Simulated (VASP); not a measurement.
Write the native input for VASP 6.6.1 that does the following.

```yaml
Task: single point
Functional: PBE
Potentials_or_basis: VASP PAW PBE potentials, release 64 (Mo_sv, S)
Cutoff: 520 eV
k_mesh: 9 × 9 × 9
Occupations: gaussian, width 0.1 eV
Spin: no spin polarisation
Dipole_correction: no
Further_INCAR_settings: ALGO = Normal; EDIFF = 1e-06; NBANDS = 20
```

The structure of MoS2 lies in POSCAR:

```
MoS2
1.0
    1.5951428497      0.9209561537      6.6563171188
   -1.5951428497      0.9209561537      6.6563171188
    0.0000000000     -1.8419123073      6.6563171188
Mo S
1 2
Direct
    0.0000000000      0.0000000000      0.0000000000
    0.7459686423      0.7459686423      0.7459686423
    0.2540313577      0.2540313577      0.2540313577
```

One way to write it, as run:

INCAR

```
SYSTEM = MoS2
  ALGO = Normal
  EDIFF = 1E-6
  ENCUT = 520
  GGA = PE
  ISIF = 2
  ISMEAR = 0
  LASPH = .True.
  LCHARG = .False.
  LREAL = .False.
  LWAVE = .False.
  NBANDS = 20
  NELM = 60
  PREC = Accurate
  SIGMA = 0.1
```

KPOINTS

```
k-points
0
Gamma
  9 9 9
  0 0 0
```

Potentials or basis: VASP PAW PBE potentials, release 64 (Mo_sv, S).

Command:

```console
$ cat potpaw_PBE.64/Mo_sv/POTCAR potpaw_PBE.64/S/POTCAR > POTCAR
$ mpirun -np 1 vasp_std > vasp.out
```

Results of the run:

The pressure is 0.1 GPa, the largest force is 0.004 eV/Å and the band gap on the k mesh is zero (bands 13 and 14 overlap by 0.66 eV).

It took 8.6 min on 1 thread of Intel(R) Xeon(R) 6975P-C (Granite Rapids), on a shared host, peak memory 0.42 GiB.
